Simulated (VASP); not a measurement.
Set up this calculation in VASP 6.6.1, as the native input.

```
Task                   : electric field gradients
Functional             : PBE
Potentials or basis    : VASP PAW PBE potentials, release 64 (Mn_pv, S)
Cutoff                 : 520 eV
k mesh                 : 12 × 12 × 12
Occupations            : fermi-dirac, width 0.05 eV
Spin                   : collinear spin, ferromagnetic start
Starting moments       : [4.0, 0.0] μB
Dipole correction      : no
Further INCAR settings : ALGO = Normal; EDIFF = 1e-08; NBANDS = 20
```

The structure of MnS (zincblende type) lies in POSCAR:

```
MnS
1.0
    0.0000000000      2.8750123589      2.8750123589
    2.8750123589      0.0000000000      2.8750123589
    2.8750123589      2.8750123589      0.0000000000
Mn S
1 1
Direct
    0.0000000000      0.0000000000      0.0000000000
    0.2500000000      0.2500000000      0.2500000000
```

The input as run:

INCAR

```
SYSTEM = MnS
PREC = Accurate ; ENCUT = 520
EDIFF = 1E-8 ; ISMEAR = -1
SIGMA = 0.05 ; LREAL = .FALSE.
LASPH = .TRUE. ; NELM = 150
ALGO = Normal ; ISIF = 2
LWAVE = .FALSE. ; LCHARG = .FALSE.
ISPIN = 2 ; MAGMOM = 4 0
LORBIT = 11 ; LMAXMIX = 4
GGA = PE ; LEFG = .TRUE.
NBANDS = 20
```

KPOINTS

```
regular mesh
0
G
  12 12 12
  0 0 0
```

Potentials or basis: VASP PAW PBE potentials, release 64 (Mn_pv, S).

The run is started by

```sh
$ cat potpaw_PBE.64/Mn_pv/POTCAR potpaw_PBE.64/S/POTCAR > POTCAR
$ mpirun -np 1 vasp_std > vasp.out
```

It gave:

- Pressure: -2.9 GPa
- Band gap on the k mesh: 0.22 eV (least direct gap 0.69 eV)
- Net moment: 5.00 μB per cell
- Site moments: Mn +4.40; S +0.09 μB
- Largest electric field gradient by atom: zero within the noise of the run
- Valence electrons inside the program's atomic spheres: Mn 11.31; S 3.74

Caveat: a cell with one magnetic atom can't hold antiferromagnetic order, which such compounds often take.

Run time: 99 s on 1 thread of Intel(R) Xeon(R) Platinum 8488C (Sapphire Rapids) (shared host), peak memory 0.25 GiB.
